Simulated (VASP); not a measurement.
Wanted: the native input for a VASP 6.6.1 run.

```yaml
Task: single point
Functional: PBE
Potentials_or_basis: VASP PAW PBE potentials, release 64 (Si, Te, S)
Cutoff: 520 eV
k_mesh: 4 × 4 × 4
Occupations: gaussian, width 0.1 eV
Spin: no spin polarisation
Dipole_correction: no
Further_INCAR_settings: ALGO = Normal; EDIFF = 1e-06; NBANDS = 15
```

The structure of SiTeS lies in POSCAR:

```
SiTeS
1.0
    3.3892939643      0.0000000000      0.0000000000
    0.0000000000      3.3892939643      0.0000000000
    0.0000000000      0.0000000000      5.6487646823
Si Te S
1 1 1
Direct
    0.0000000000      0.0000000000      0.0000000000
    0.0000000000      0.0000000000      0.5000000000
    0.5000000000      0.5000000000      0.0000000000
```

The cell was generated, and may not be a known phase.

The input as run:

INCAR

```
PREC     = Accurate       # precision mode
ENCUT    = 520            # plane-wave cutoff, eV
EDIFF    = 1E-6           # SCF threshold, eV
ISMEAR   = 0              # smearing method
SIGMA    = 0.1            # smearing width, eV
LREAL    = False          # projectors in reciprocal space
LASPH    = True           # aspherical terms in the spheres
NELM     = 60             # most SCF steps
ALGO     = Normal         # electronic algorithm
ISIF     = 2              # what is computed and relaxed
LWAVE    = False          # write WAVECAR
LCHARG   = False          # write CHGCAR
GGA      = PE             # functional
NBANDS   = 15             # bands
```

KPOINTS

```
regular mesh
0
Gamma
  4 4 4
```

Potentials or basis: VASP PAW PBE potentials, release 64 (Si, Te, S).

Command:

```bash
$ cat potpaw_PBE.64/Si/POTCAR potpaw_PBE.64/Te/POTCAR potpaw_PBE.64/S/POTCAR > POTCAR
$ mpirun -np 1 vasp_std > vasp.out
```

Results of the run:

```json
{
 "Pressure": "0.0 GPa",
 "Band gap on the k mesh": "zero (bands 8 and 9 overlap by 3.79 eV)"
}
```

Caveat: the k points lie up to 0.46 Å⁻¹ apart, too coarse for converged energies and pressures of a metal; spin-orbit coupling is left out, which moves the levels of the heavy elements.

It took 7.2 s on 1 thread of Intel(R) Xeon(R) 6975P-C (Granite Rapids), on a shared host, peak memory 0.17 GiB.
